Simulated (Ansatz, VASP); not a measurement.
## AgCl in VASP and in Ansatz

```
CELL_PARAMETERS angstrom
0.00000 2.77317 2.77317
2.77317 0.00000 2.77317
2.77317 2.77317 0.00000
ATOMIC_POSITIONS crystal
Ag 0.00000 0.00000 0.00000
Cl 0.50000 0.50000 0.50000
```

Alike in both runs: task single point; functional PBE-based global hybrid with a share of 1.0 of exact exchange; k mesh 4 × 4 × 4; no spin polarisation.

```csv
,VASP,Ansatz
version,VASP 6.6.1,Ansatz 0.2.0
potentials or method,"VASP PAW PBE potentials, release 64 (Ag_sv_GW, Cl)",plane waves
plane-wave cutoff (eV),470,420
occupations,"gaussian, width 0.01 eV",fixed
valence electrons in the cell,26,26
```

```tsv
	VASP	Ansatz	Ansatz less VASP
gap on the k mesh at the Fermi level (eV)	10.38	10.30	-0.082
```

VASP's potentials were made for PBE, not for PBE-based global hybrid. Ansatz's warnings: stress exchange threshold loose, stress scf threshold loose.

The k mesh is coarse, so the values compare programs but aren't converged.
